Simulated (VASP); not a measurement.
# LiF (kk07) (Fm-3m) in VASP: vibrations by perturbation theory with LDA

Aim: the vibrations by perturbation theory of LiF (kk07) with LDA.

All numbers are computed with VASP 6.6.1; they aren't measurements. Logs are shortened: lines on timing, memory, paths and dates and some standing lists are left out, and cuts for length are marked.

## 1. The cell of the first run

Symmetry: Fm-3m, No. 225, cubic system. The conventional cell has a = 3.908 Å, b = 3.908 Å, c = 3.908 Å, α = 90.00°, β = 90.00°, γ = 90.00°. Within 2.6 Å of Li (site symmetry m-3m) lie 6 F at 1.95 Å. Within 2.6 Å of F (site symmetry m-3m) lie 6 Li at 1.95 Å.

## 2. Vibrations by perturbation theory, LDA

The input, INCAR:

```
PREC = Accurate
ENCUT = 520
EDIFF = 1E-8
ISMEAR = 0
SIGMA = 0.01
LREAL = False
LASPH = True
NELM = 80
ALGO = Normal
ISIF = 2
LWAVE = False
LCHARG = False
IBRION = 8
NSW = 1
LEPSILON = True
```

The input, KPOINTS:

```
Automatic mesh
0
Gamma
  14 14 14
```

The input, POSCAR:

```
LiF
1.0
    0.0000000000      1.9537503697      1.9537503697
    1.9537503697      0.0000000000      1.9537503697
    1.9537503697      1.9537503697      0.0000000000
Li F
1 1
Direct
    0.0000000000      0.0000000000      0.0000000000
    0.5000000000      0.5000000000      0.5000000000
```

Potentials or basis: VASP PAW LDA potentials, release 64 (Li_sv, F).

Launch:

```bash
> cat potpaw_LDA.64/Li_sv/POTCAR potpaw_LDA.64/F/POTCAR > POTCAR
> mpirun -np 1 vasp_std > vasp.out
```

OUTCAR:

```text
PREC = Accurate
   ENCUT = 520
   EDIFF = 1E-8
   ISMEAR = 0
   LREAL = False
   LASPH = True
   NELM = 80
   ISIF = 2
   IBRION = 8
   NSW = 1
   LEPSILON = True

 ion  position               nearest neighbor table
   1  0.000  0.000  0.000-   2 1.95   2 1.95   2 1.95   2 1.95   2 1.95   2 1.95
   2  0.500  0.500  0.500-   1 1.95   1 1.95   1 1.95   1 1.95   1 1.95   1 1.95

  LATTYP: Found a face centered cubic cell.
 ALAT       =     3.9075007394

  Lattice vectors:

 A1 = (   0.0000000000,   1.9537503697,   1.9537503697)
 A2 = (   1.9537503697,   0.0000000000,   1.9537503697)
 A3 = (   1.9537503697,   1.9537503697,   0.0000000000)

Analysis of symmetry for initial positions (statically):
=====================================================================
 Subroutine PRICEL returns:
 Original cell was already a primitive cell.

 Routine SETGRP: Setting up the symmetry group for a
 face centered cubic supercell.

 Subroutine GETGRP returns: Found 48 space group operations
 (whereof 48 operations were pure point group operations)
 out of a pool of 48 trial point group operations.

The static configuration has the point symmetry O_h .

Analysis of symmetry for dynamics (positions and initial velocities):
=====================================================================
 Subroutine PRICEL returns:
 Original cell was already a primitive cell.

 Routine SETGRP: Setting up the symmetry group for a
 face centered cubic supercell.

 Subroutine GETGRP returns: Found 48 space group operations
 (whereof 48 operations were pure point group operations)
 out of a pool of 48 trial point group operations.

The dynamic configuration has the point symmetry O_h .

 Subroutine INISYM returns: Found 48 space group operations
 (whereof 48 operations are pure point group operations),
 and found     1 'primitive' translations

[... 521 lines left out ...]
     0.00000 -0.00000  0.00537

 MACROSCOPIC STATIC DIELECTRIC TENSOR (including local field effects in DFT)
 ------------------------------------------------------
           2.112176     0.000000     0.000000
           0.000000     2.112176     0.000000
           0.000000    -0.000000     2.112176
 ------------------------------------------------------

 PIEZOELECTRIC TENSOR (including local field effects)  for field in x, y, z        (e  Angst)
          XX          YY          ZZ          XY          YZ          ZX
  --------------------------------------------------------------------------------
  x     0.00000     0.00000     0.00000     0.00000     0.00000     0.00000
  y     0.00000     0.00000     0.00000     0.00000     0.00000     0.00000
  z     0.00000     0.00000     0.00000     0.00000     0.00000     0.00000

 PIEZOELECTRIC TENSOR (including local field effects)  for field in x, y, z        (C/m^2)
          XX          YY          ZZ          XY          YZ          ZX
  --------------------------------------------------------------------------------
  x     0.00000     0.00000     0.00000     0.00000     0.00000     0.00000
  y     0.00000     0.00000     0.00000     0.00000     0.00000     0.00000
  z     0.00000     0.00000     0.00000     0.00000     0.00000     0.00000

 BORN EFFECTIVE CHARGES (including local field effects) (in |e|, cummulative output)
 ---------------------------------------------------------------------------------
 ion    1
    1     1.03804    -0.00000     0.00000
    2    -0.00000     1.03804     0.00000
    3    -0.00000     0.00000     1.03804
 ion    2
    1    -1.03804     0.00000    -0.00000
    2     0.00000    -1.03804    -0.00000
    3     0.00000    -0.00000    -1.03804

 INTERNAL STRAIN TENSOR FOR ION    2 for displacements in x,y,z  (eV/Angst):
          X           Y           Z          XY          YZ          ZX
  --------------------------------------------------------------------------------
  x     0.00000     0.00000     0.00000     0.00000     0.00000     0.00000
  y     0.00000     0.00000     0.00000     0.00000     0.00000     0.00000
  z     0.00000     0.00000     0.00000     0.00000     0.00000     0.00000

 SECOND DERIVATIVES (NOT SYMMETRIZED)
 ------------------------------------
               1X          1Y          1Z          2X          2Y          2Z
  1X    -2.238133    0.000000    0.000000    2.238133    0.000000    0.000000
  1Y     0.000000   -2.238133    0.000000    0.000000    2.238133    0.000000
  1Z     0.000000    0.000000   -2.238133    0.000000    0.000000    2.238133
  2X     2.249093    0.000000    0.000000   -2.249093    0.000000    0.000000
  2Y     0.000000    2.249093    0.000000    0.000000   -2.249093    0.000000
  2Z     0.000000    0.000000    2.249093    0.000000    0.000000   -2.249093

 Eigenvectors and eigenvalues of the dynamical matrix
 ----------------------------------------------------

   1 f  =   10.342389 THz    64.983150 2PiTHz  344.984980 cm-1    42.772667 meV
             X         Y         Z           dx          dy          dz
      0.000000  0.000000  0.000000    -0.000000   -0.000000    0.854110
      1.953750  1.953750  1.953750    -0.000000    0.000000   -0.520092
[... 21 lines left out ...]
   6 f/i=    0.011222 THz     0.070507 2PiTHz    0.374311 cm-1     0.046409 meV
             X         Y         Z           dx          dy          dz
      0.000000  0.000000  0.000000     0.103406   -0.505621   -0.064423
      1.953750  1.953750  1.953750     0.169817   -0.830345   -0.105797

--------------------------------------------------------------------------------------------------------

 MACROSCOPIC STATIC DIELECTRIC TENSOR IONIC CONTRIBUTION
 ------------------------------------------------------
           5.826454    -0.000000     0.000000
          -0.000000     5.826454     0.000000
           0.000000     0.000000     5.826454
 ------------------------------------------------------

 ELASTIC MODULI CONTR FROM IONIC RELAXATION (kBar)
 Direction    XX          YY          ZZ          XY          YZ          ZX
 --------------------------------------------------------------------------------
 XX           0.0000      0.0000      0.0000      0.0000      0.0000      0.0000
 YY           0.0000      0.0000      0.0000      0.0000      0.0000      0.0000
 ZZ           0.0000      0.0000      0.0000      0.0000      0.0000      0.0000
 XY           0.0000      0.0000      0.0000      0.0000      0.0000      0.0000
 YZ           0.0000      0.0000      0.0000      0.0000      0.0000      0.0000
 ZX           0.0000      0.0000      0.0000      0.0000      0.0000      0.0000
 --------------------------------------------------------------------------------

 PIEZOELECTRIC TENSOR IONIC CONTR  for field in x, y, z        (C/m^2)
          XX          YY          ZZ          XY          YZ          ZX
  --------------------------------------------------------------------------------
  x     0.00000     0.00000     0.00000     0.00000     0.00000     0.00000
  y     0.00000     0.00000     0.00000     0.00000     0.00000     0.00000
  z     0.00000     0.00000     0.00000     0.00000     0.00000     0.00000
```

OSZICAR:

```text
N       E                     dE             d eps       ncg     rms          rms(c)
DAV:   1     0.269425020910E+02    0.26943E+02   -0.58768E+03  1969   0.114E+03
DAV:   2    -0.101414586398E+02   -0.37084E+02   -0.36673E+02  2056   0.205E+02
DAV:   3    -0.109836126895E+02   -0.84215E+00   -0.83979E+00  2522   0.293E+01
DAV:   4    -0.109928410949E+02   -0.92284E-02   -0.92184E-02  2410   0.292E+00
[... 235 lines left out ...]
RMM:  10    -0.509472787891E+00    0.10356E-05    0.19833E-08  9467   0.564E-04    0.665E-06
RMM:  11    -0.509473004298E+00   -0.21641E-06    0.96667E-09  9752   0.243E-04    0.291E-06
RMM:  12    -0.509472979493E+00    0.24805E-07    0.51291E-08  9914   0.106E-04    0.158E-06
RMM:  13    -0.509472938730E+00    0.40763E-07    0.28479E-08  9833   0.460E-05    0.116E-07
RMM:  14    -0.509472937777E+00    0.95270E-09   -0.11452E-08  8825   0.203E-05    0.960E-08
 Linear response finished
```

stdout:

```text
POSCAR found type information on POSCAR LiF
 POSCAR found :  2 types and       2 ions
 scaLAPACK will be used
 LDA part: xc-table for (Slater(with rela. corr.)+CA(PZ))
 , standard interpolation
 POSCAR, INCAR and KPOINTS ok, starting setup
 FFT: planning ... GRIDC
 FFT: planning ... GRID_SOFT
 FFT: planning ... GRID
[... 24 lines left out ...]
 Linear response to external field, progress :
  Direction:   3
 dielectric tensor                  component  3 :     0.010     0.094     2.112
 Linear response DOF=           2
 Linear response progress:
 first order change of Fermi-energy   0.18188E-01
 force on displaced ion       1 direction 1 :  -2.238   0.000   0.000
 Born effective charge ion    1 direction 1 :   1.038   0.000   0.000
 Linear response progress:
 first order change of Fermi-energy  -0.17771E-01
 force on displaced ion       2 direction 1 :  -2.249   0.000   0.000
 Born effective charge ion    2 direction 1 :  -1.038   0.000   0.000
 Born effective charges drift removed
 Linear response finished
```

It took 6.7 min on 1 thread of Intel Xeon Platinum 8259CL at 2.50GHz (Skylake/Cascade Lake), shared host; peak memory 0.2 GiB.

What came out:

| Quantity | Value |
| --- | --- |
| Electronic dielectric tensor (diagonal) | 2.11 |
| Born charges (mean of the diagonal) | Li +1.04; F -1.04 e |
| Highest phonon frequency at Γ, LO-TO splitting left out | 345 cm⁻¹ |

Phonon frequencies in cm⁻¹ (negative: imaginary):
| q point | frequencies |
| --- | --- |
| (0.000, 0.000, 0.000) | 0 0 0 345 345 345 |

Electronic dielectric tensor:
```
2.11 0.00 0.00
0.00 2.11 0.00
0.00 0.00 2.11
```

Born effective charge tensors (e):
atom 1, Li
```
1.04 0.00 0.00
0.00 1.04 0.00
0.00 0.00 1.04
```
atom 2, F
```
-1.04  0.00  0.00
 0.00 -1.04  0.00
 0.00  0.00 -1.04
```
